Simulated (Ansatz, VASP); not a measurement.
**Two plane-wave programs on EuO**

The input INCAR:

```
PREC     = Accurate       # precision mode
ENCUT    = 600            # plane-wave cutoff, eV
EDIFF    = 1E-6           # SCF threshold, eV
ISMEAR   = 0              # smearing method
SIGMA    = 0.05           # smearing width, eV
LREAL    = False          # projectors in reciprocal space
LASPH    = True           # aspherical terms in the spheres
NELM     = 200            # most SCF steps
ALGO     = Normal         # electronic algorithm
ISIF     = 2              # what is computed and relaxed
LWAVE    = False          # write WAVECAR
LCHARG   = False          # write CHGCAR
ISPIN    = 2              # spin polarisation
MAGMOM   = 7 0            # initial moments
LORBIT   = 11             # projections on sites
LMAXMIX  = 6              # l up to which the mixer works
GGA      = PE             # functional
NBANDS   = 22             # bands
GGA_COMPAT= False
```

Contents of KPOINTS:

```
Automatic mesh
0
Gamma
  8 8 8
```

File POSCAR:

```
EuO
1.0
    0.0000000000      2.5719519658      2.5719519658
    2.5719519658      0.0000000000      2.5719519658
    2.5719519658      2.5719519658      0.0000000000
Eu O
1 1
Direct
    0.5000000000      0.5000000000      0.5000000000
    0.0000000000      0.0000000000      0.0000000000
```

Input for Ansatz:

```yaml
crystal:
  lattice:
    - [0.0, 2.5719519658, 2.5719519658]
    - [2.5719519658, 0.0, 2.5719519658]
    - [2.5719519658, 2.5719519658, 0.0]
  atoms:
    - { symbol: Eu, position: [0.5, 0.5, 0.5], spin: 7.0 }
    - { symbol: O, position: [0.0, 0.0, 0.0] }
basis:
  ecutwfc: 420
  ecutrho_ratio: 4
kpoints:
  mp_grid: { grid: [8, 8, 8] }
hamiltonian:
  xc: pbe
scf:
  occupations: { method: gaussian, width: 0.05 }
output:
  forces: true
  stress: true
  eigenvalues: true
  populations: true
magnetization:
  spin_polarized: true
```

Alike in both runs: task single point; functional PBE; k mesh 8 × 8 × 8; occupations gaussian, width 0.05 eV; collinear spin.

```csv
,VASP,Ansatz
version,VASP 6.6.1,Ansatz 0.2.0
potentials or method,"VASP PAW PBE potentials, release 64 (Eu, O), cutoff 600 eV","scalar-relativistic, plane waves, PAW"
valence electrons in the cell,23,23
```

```tsv
	VASP	Ansatz	Ansatz less VASP
gap on the k mesh at the Fermi level (eV)	none	none	-
pressure (GPa)	-4.4	-4.1	+0.31
net moment per atom (μB)	3.49	3.49	+0.002
size of the moment on the site where the two differ most (μB)	6.60	6.62	+0.028
```

Site moments also hang on the region over which each program counts them. A gap of «none» marks a metal or a gap that the smearing closes. With one functional, cell and mesh, what is left measures potentials, basis and numerics.

Spin-orbit coupling is off throughout.
